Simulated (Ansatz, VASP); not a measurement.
**N in VASP and in Ansatz**

```
N
1.0
    -3.81655    0.00000    0.00000
    -1.90828   -3.30523    0.00000
    -1.14497    0.00000   14.82904
N
8
Direct
  0.05968 0.33333 0.91216
  0.20968 0.33333 0.41216
  0.08198 0.33333 0.83784
  0.23198 0.33333 0.33784
  0.61802 0.66667 0.16216
  0.46802 0.66667 0.66216
  0.64032 0.66667 0.08784
  0.49032 0.66667 0.58784
```

Alike in both runs: task single point; functional PBE; dispersion D3(BJ); k mesh 7 × 7 × 2; occupations tetrahedron; no spin polarisation.

|  | VASP | Ansatz |
| --- | --- | --- |
| version | VASP 6.6.1 | Ansatz 0.2.0 |
| potentials or method | VASP PAW PBE potentials, release 64 (N), cutoff 520 eV | scalar-relativistic, plane waves, PAW |
| valence electrons in the cell | 40 | 40 |

|  | VASP | Ansatz | Ansatz less VASP |
| --- | --- | --- | --- |
| gap on the k mesh at the Fermi level (eV) | 6.95 | 6.99 | +0.044 |
| pressure (GPa) | 2.1 | 0.1 | -1.97 |
| traceless stress, the component that is largest in VASP (GPa) | 4.56 | 0.24 | -4.320 |
| rms of the force components (eV/Å) | 0.994 | 0.050 | -0.9440 |

Atom by atom the forces differ by 1.007 eV/Å (rms over components). Ansatz's warnings: band table not solved further, tetrahedron derivatives may miss energy slope.

Noted on VASP's run: the standard files for N, O and F lose accuracy on very short bonds.
